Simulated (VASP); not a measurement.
# Te2As (P4/nmm) in VASP: relaxation of shape and atoms at fixed volume with PBE

Aim: the relaxation of shape and atoms at fixed volume of Te2As with PBE.

Everything below comes from runs of VASP 6.6.1. Logs are shortened: lines on timing, memory, paths and dates and some standing lists are left out, and cuts for length are marked.

## 1. The cell of the first run

Symmetry: P4/nmm, No. 129, tetragonal system. Conventional cell: a = 4.108 Å, b = 4.108 Å, c = 9.250 Å, α = 90.00°, β = 90.00°, γ = 90.00°. Within 3.6 Å of Te (site symmetry 4mm) lie 5 As at 2.75 to 2.91 Å and 1 Te at 3.52 Å. Within 3.9 Å of Te (site symmetry 4mm) lie 5 Te at 2.97 to 3.52 Å and 1 As at 2.98 Å. As (site symmetry 4mm) has 6 Te at 2.75 to 2.98 Å within 3.6 Å.

## 2. Relaxation of shape and atoms at fixed volume, PBE (volume scaled by 0.88)

The input, INCAR:

```
  PREC = Accurate
  ENCUT = 500
  EDIFF = 1E-7
  ISMEAR = 0
  SIGMA = 0.1
  LREAL = False
  LASPH = True
  NELM = 120
  ALGO = Normal
  ISIF = 4
  LWAVE = False
  LCHARG = False
  GGA = PE
  IBRION = 2
  NSW = 50
  EDIFFG = -0.01
  GGA_COMPAT = False
  NELMIN = 4
```

The input, KPOINTS:

```
regular mesh
0
Gamma
  10 10 4
```

The input, POSCAR:

```
Te2As
1.0
    4.1076739633      0.0000000000      0.0000000000
    0.0000000000      4.1076739633      0.0000000000
    0.0000000000      0.0000000000      9.2501626434
Te As
4 2
Direct
    0.5000000000      0.0000000000      0.6523894807
    0.0000000000      0.5000000000      0.3476105193
    0.5000000000      0.0000000000      0.0323943524
    0.0000000000      0.5000000000      0.9676056476
    0.5000000000      0.0000000000      0.3545634719
    0.0000000000      0.5000000000      0.6454365281
```

Potentials or basis: VASP PAW PBE potentials, release 64 (Te, As).

Run with:

```
cat potpaw_PBE.64/Te/POTCAR potpaw_PBE.64/As/POTCAR > POTCAR
mpirun -np 1 vasp_std > vasp.out
```

OUTCAR:

```text
PREC = Accurate
   ENCUT = 500
   EDIFF = 1E-7
   ISMEAR = 0
   LREAL = False
   LASPH = True
   NELM = 120
   ISIF = 4
   GGA = PE
   IBRION = 2
   NSW = 50
   EDIFFG = -0.01
   NELMIN = 4

 ion  position               nearest neighbor table
   1  0.500  0.000  0.652-   5 2.75   6 2.91   6 2.91   6 2.91   6 2.91   3 3.52
   2  0.000  0.500  0.348-   6 2.75   5 2.91   5 2.91   5 2.91   5 2.91   4 3.52
   3  0.500  0.000  0.032-   4 2.97   4 2.97   4 2.97   4 2.97   5 2.98   1 3.52
   4  0.000  0.500  0.968-   3 2.97   3 2.97   3 2.97   3 2.97   6 2.98   2 3.52
   5  0.500  0.000  0.355-   1 2.75   2 2.91   2 2.91   2 2.91   2 2.91   3 2.98
   6  0.000  0.500  0.645-   2 2.75   1 2.91   1 2.91   1 2.91   1 2.91   4 2.98

  LATTYP: Found a simple tetragonal cell.
 ALAT       =     4.1076739633
 C/A-ratio  =     2.2519223108

  Lattice vectors:

 A1 = (   4.1076739633,   0.0000000000,   0.0000000000)
 A2 = (   0.0000000000,   4.1076739633,   0.0000000000)
 A3 = (   0.0000000000,   0.0000000000,   9.2501626434)

Analysis of symmetry for initial positions (statically):
=====================================================================
 Subroutine PRICEL returns:
 Original cell was already a primitive cell.

 Routine SETGRP: Setting up the symmetry group for a
 simple tetragonal supercell.

 Subroutine GETGRP returns: Found 16 space group operations
 (whereof  8 operations were pure point group operations)
 out of a pool of 16 trial point group operations.

The static configuration has the point symmetry D_2d.
 The point group associated with its full space group is D_4h.

Analysis of symmetry for dynamics (positions and initial velocities):
=====================================================================
 Subroutine PRICEL returns:
 Original cell was already a primitive cell.

 Routine SETGRP: Setting up the symmetry group for a
 simple tetragonal supercell.

 Subroutine GETGRP returns: Found 16 space group operations
 (whereof  8 operations were pure point group operations)
 out of a pool of 16 trial point group operations.

The dynamic configuration has the point symmetry D_2d.
 The point group associated with its full space group is D_4h.

 Subroutine INISYM returns: Found 16 space group operations
 (whereof  8 operations are pure point group operations),
 and found     1 'primitive' translations

----------------------------------------------------------------------------------------

                                     Primitive cell

  volume of cell :     156.0779

  direct lattice vectors                    reciprocal lattice vectors
     4.107673963  0.000000000  0.000000000     0.243446780  0.000000000  0.000000000
     0.000000000  4.107673963  0.000000000     0.000000000  0.243446780  0.000000000
     0.000000000  0.000000000  9.250162643     0.000000000  0.000000000  0.108106207

  length of vectors
     4.107673963  4.107673963  9.250162643     0.243446780  0.243446780  0.108106207

  position of ions in fractional coordinates (direct lattice)
     0.500000000  0.000000000  0.652389481
     0.000000000  0.500000000  0.347610519
     0.500000000  0.000000000  0.032394352
     0.000000000  0.500000000  0.967605648
     0.500000000  0.000000000  0.354563472
     0.000000000  0.500000000  0.645436528

  ion indices of the primitive-cell ions
   primitive index   ion index
                 1           1
                 2           2
                 3           3
                 4           4
                 5           5
                 6           6

----------------------------------------------------------------------------------------

 KPOINTS: regular mesh

Automatic generation of k-mesh.
 Grid dimensions read from file:
 generate k-points for:   10   10    4

 Generating k-lattice:

  Cartesian coordinates                     Fractional coordinates (reciprocal lattice)
     0.024344678  0.000000000  0.000000000     0.100000000  0.000000000  0.000000000
     0.000000000  0.024344678  0.000000000     0.000000000  0.100000000  0.000000000
     0.000000000  0.000000000  0.027026552     0.000000000  0.000000000  0.250000000

  Length of vectors
     0.024344678  0.024344678  0.027026552

  Shift w.r.t. Gamma in fractional coordinates (k-lattice)
     0.000000000  0.000000000  0.000000000

 Subroutine IBZKPT returns following result:
 ===========================================

 Found     63 irreducible k-points:

 Following reciprocal coordinates:
            Coordinates               Weight
  0.000000  0.000000  0.000000      1.000000
  0.100000  0.000000  0.000000      4.000000
  0.200000  0.000000  0.000000      4.000000
  0.300000  0.000000  0.000000      4.000000
  0.400000  0.000000  0.000000      4.000000
  0.500000  0.000000  0.000000      2.000000
[... 16 lines left out ...]
  0.100000  0.000000  0.250000      8.000000
  0.200000  0.000000  0.250000      8.000000
 [... further k-points ...]
   k-points           NKPTS =     63   k-points in BZ     NKDIM =     63   number of bands    NBANDS=     21
   number of dos      NEDOS =    301   number of ions     NIONS =      6
   total plane-waves  NPLWV =  63000
   dimension x,y,z NGX =    30 NGY =   30 NGZ =   70
   dimension x,y,z NGXF=    60 NGYF=   60 NGZF=  140
   ions per type =               4   2
   NGX,Y,Z   is equivalent  to a cutoff of  12.14, 12.14, 12.58 a.u.
   NGXF,Y,Z  is equivalent  to a cutoff of  24.28, 24.28, 25.16 a.u.
 SYSTEM =  unknown system
   PREC   = accura    normal or accurate (medium, high low for compatibility)
   ISTART =      0    job   : 0-new  1-cont  2-samecut
   ICHARG =      2    charge: 1-file 2-atom 10-const
   ISPIN  =      1    spin polarized calculation?
   LNONCOLLINEAR =      F non collinear calculations
   LSORBIT =      F    spin-orbit coupling
   LASPH  =      T    aspherical Exc in radial PAW
   ENCUT  =  500.0 eV  36.75 Ry    6.06 a.u.   7.49  7.49 16.87*2*pi/ulx,y,z
   NELM   =    120;   NELMIN=  4; NELMDL= -5     # of ELM steps
   EDIFF  = 0.1E-06   stopping-criterion for ELM
   LREAL  =      F    real-space projection
   EDIFFG = -.1E-01   stopping-criterion for IOM
   NSW    =     50    number of steps for IOM
   IBRION =      2    ionic relax: 0-MD 1-quasi-New 2-CG
   NFREE  =      1    steps in history (QN), initial steepest desc. (CG)
   ISIF   =      4    stress and relaxation
   ISYM   =      2    0-nonsym 1-usesym 2-fastsym
   POTIM  = 0.5000    time-step for ionic-motion
   TEBEG  =    0.0;   TEEND  =   0.0 temperature during run
   PSTRESS=    0.0 pullay stress
   NELECT =      34.0000    total number of electrons
   NUPDOWN=      -1.0000    fix difference up-down
   EMIN   =  10.00;   EMAX   =-10.00  energy-range for DOS
   EFERMI =   0.00;   METHOD = LEGACY
   ISMEAR =     0;   SIGMA  =   0.10  broadening in eV -4-tet -1-fermi 0-gaus
   EFERMI_NEDOS =   21; number of points for ismear=-14 and -15
   IALGO  =     38    algorithm
   IMIX   =      4    mixing-type and parameters
     AMIX     =   0.40;   BMIX     =  1.00
     AMIX_MAG =   1.60;   BMIX_MAG =  1.00
  volume/ion in A,a.u.               =      26.01       175.54
  Fermi-wavevector in a.u.,A,eV,Ry     =   0.985040  1.861456 13.201795  0.970305
  Thomas-Fermi vector in A             =   2.116318
   LORBIT       =      0    0 simple, 1 ext, 2 COOP (PROOUT), +10 PAW based schemes
   GGA     = PE    functional components
   LHFCALC =     F    Hartree Fock is set to
   AEXX    =    0.0000 exact exchange contribution
   IVDW    =     0    specifies the selected vdW correction
   LEPSILON=     F    determine dielectric tensor
   LRPA    =     F    only Hartree local field effects (RPA)
 conjugate gradient relaxation of ions
 non-spin polarized calculation
 Gauss-broadening in eV      SIGMA  =   0.10
  energy-cutoff  :      500.00
  volume of cell :      156.08
 maximum number of plane-waves:      4026
 NGX is ok and might be reduce to    30
   NGX = 15   NGY = 15   NGZ = 33

--------------------------------------- Ionic step        1  -------------------------------------------

 number of electron      33.9999999 magnetization

 Free energy of the ion-electron system (eV)
  ---------------------------------------------------
  ext. energy  EPLUGINS =         0.00000000
  ---------------------------------------------------
  free energy    TOTEN  =       -21.12310495 eV

  energy without entropy =      -21.11337168  energy(sigma->0) =      -21.11823832

------------------------ aborting loop because EDIFF is reached ----------------------------------------

  FORCE on cell =-STRESS in cart. coord.  units (eV):
  Direction    XX          YY          ZZ          XY          YZ          ZX
  --------------------------------------------------------------------------------------
  -------------------------------------------------------------------------------------
  Total        7.2871280      7.2871280      6.8982845      0.0000000      0.0000000     -0.0000000
  in kB       74.8041480     74.8041480     70.8125750      0.0000000      0.0000000     -0.0000000
  external PRESSURE =      73.4736236 kB  Pullay stress =       0.0000000 kB
[... 225 lines left out ...]
  energy  without entropy=      -21.1190764646  energy(sigma->0) =      -21.12412001

--------------------------------------- Ionic step        7  -------------------------------------------

 number of electron      33.9999999 magnetization

 Free energy of the ion-electron system (eV)
  ---------------------------------------------------
  ext. energy  EPLUGINS =         0.00000000
  ---------------------------------------------------
  free energy    TOTEN  =       -21.12918526 eV

  energy without entropy =      -21.11914089  energy(sigma->0) =      -21.12416308

 E-fermi :   7.5486     XC(G=0):  -9.9601

 val. band max:        7.4925230081   @ k =   0.2000   0.2000   0.5000
 cond. band min:       7.5855509617   @ k =   0.3000   0.0000   0.0000
 fundamental gap:      0.0930279535
 Fermi energy:         7.5485624087

 k-point     1 :       0.0000    0.0000    0.0000
  band No.  band energies     occupation
      1      -7.1976      2.00000
      2      -6.2354      2.00000
      3      -5.3962      2.00000
      4      -2.0515      2.00000
      5      -0.9903      2.00000
      6      -0.0543      2.00000
[... 550 lines left out ...]
      5      -2.1273      2.00000
      6      -0.7659      2.00000
[... 13 lines left out ...]
     20       8.8772      0.00000
     21       9.3541      0.00000

 [... further k-points ...]
[... 5 lines left out ...]
  --------------------------------------------------------------------------------------
  -------------------------------------------------------------------------------------
  Total        6.8493214      6.8493214      6.8119625      0.0000000      0.0000000      0.0000000
  in kB       70.3099567     70.3099567     69.9264585      0.0000000      0.0000000      0.0000000
  external PRESSURE =      70.1821240 kB  Pullay stress =       0.0000000 kB
[... 21 lines left out ...]
  FREE ENERGIE OF THE ION-ELECTRON SYSTEM (eV)
  ---------------------------------------------------
  free  energy   TOTEN  =       -21.1291852648 eV

  energy  without entropy=      -21.1191408866  energy(sigma->0) =      -21.12416308

 reached required accuracy - stopping structural energy minimisation
```

Wall time 10 min (1 thread of Intel Xeon 6975P-C, shared host); peak memory 0.37 GiB.

What came out:

```yaml
Free_energy: -21.1292 eV
Energy_gained_by_relaxing: 1.0 meV/atom
Ionic_steps: 7
Pressure_after_relaxing: 7.0 GPa
Largest_force_after_relaxing: 0.008 eV/Å
```

Forces in eV/Å, atoms in the order of the input:
```
Te   0.000  0.000 -0.002
Te   0.000  0.000  0.002
Te   0.000  0.000 -0.008
Te   0.000  0.000  0.008
As   0.000  0.000 -0.007
As   0.000  0.000  0.007
```

The path:
| step | energy change (eV) | largest force (eV/Å) | pressure (GPa) | volume (Å³) |
| --- | --- | --- | --- | --- |
| 1 | 0.0000 | 0.1619 | 7.35 | 156.08 |
| 2 | -0.0031 | 0.1246 | 7.24 | 156.08 |
| 3 | -0.0049 | 0.0618 | 7.06 | 156.08 |
| 4 | -0.0059 | 0.0272 | 6.98 | 156.08 |
| 5 | -0.0060 | 0.0184 | 7.00 | 156.08 |
| 6 | -0.0061 | 0.0132 | 7.01 | 156.08 |
| 7 | -0.0061 | 0.0079 | 7.02 | 156.08 |

Final structure:
```yaml
crystal:
  lattice:
    - [4.11560, 0.00000, 0.00000]
    - [0.00000, 4.11560, 0.00000]
    - [0.00000, 0.00000, 9.21456]
  atoms:
    - { symbol: Te, position: [0.50000, 0.00000, 0.65529] }
    - { symbol: Te, position: [0.00000, 0.50000, 0.34471] }
    - { symbol: Te, position: [0.50000, 0.00000, 0.03236] }
    - { symbol: Te, position: [0.00000, 0.50000, 0.96764] }
    - { symbol: As, position: [0.50000, 0.00000, 0.35311] }
    - { symbol: As, position: [0.00000, 0.50000, 0.64689] }
```

Levels at points of the mesh, in eV from the Fermi level:
```csv
k point,band 12,band 13,band 14,band 15,band 16,band 17,band 18,band 19,band 20,band 21
"(0.00, 0.00, 0.00)",-3.98,-3.27,-3.27,-1.14,-0.58,1.52,1.79,2.24,2.24,2.90
"(0.50, 0.00, 0.00)",-2.48,-1.90,-1.90,-1.71,-1.71,-0.87,-0.87,-0.81,-0.81,-0.15
"(0.50, 0.50, 0.00)",-5.35,-3.32,-3.32,-2.59,-2.59,1.87,1.87,3.19,3.19,3.44
"(0.00, 0.00, 0.50)",-3.00,-3.00,-2.65,-2.03,-1.34,2.08,2.23,2.24,2.24,2.37
"(0.50, 0.00, 0.50)",-2.13,-1.99,-1.99,-1.65,-1.65,-0.64,-0.64,-0.41,-0.41,0.12
"(0.50, 0.50, 0.50)",-5.03,-4.54,-4.54,-0.25,-0.25,1.05,1.05,1.41,1.41,4.55
```

Caveat: the cell differs from its parent crystal (volume scaled by 0.88); the bands computed are all filled at some k points, so no gap is given; spin-orbit coupling is left out, which moves the levels of the heavy elements.
